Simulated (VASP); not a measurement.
A run of VASP 6.6.1:

The input INCAR:

```
PREC = Accurate
ENCUT = 520
EDIFF = 1E-7
ISMEAR = 0
SIGMA = 0.15
LREAL = F
LASPH = T
NELM = 100
ALGO = Normal
ISIF = 2
LWAVE = F
LCHARG = F
GGA = CA
NBANDS = 20
```

KPOINTS

```
regular mesh
0
Gamma
  18 18 10
```

File POSCAR:

```
Ta2N
1.0
    3.1153018091      0.0000000000      0.0000000000
   -1.5576509046      2.6979305072      0.0000000000
    0.0000000000      0.0000000000      4.8707488354
Ta N
2 1
Direct
    0.6666666667      0.3333333333      0.7466885012
    0.3333333333      0.6666666667      0.2533114988
    0.0000000000      0.0000000000      0.0000000000
```

Potentials or basis: VASP PAW LDA potentials, release 64 (Ta_pv, N).

The run is started by

```sh
$ cat potpaw_LDA.64/Ta_pv/POTCAR potpaw_LDA.64/N/POTCAR > POTCAR
$ mpirun -np 1 vasp_std > vasp.out
```

Hardware: 1 thread of Intel(R) Xeon(R) Platinum 8488C (Sapphire Rapids) (shared host).

Q: Estimate the wall time of this run.

A: Wall time 2.5 min on 1 thread of Intel(R) Xeon(R) Platinum 8488C (Sapphire Rapids), on a shared host, peak memory 0.33 GiB. Counts: scf iterations 15, k points 330.
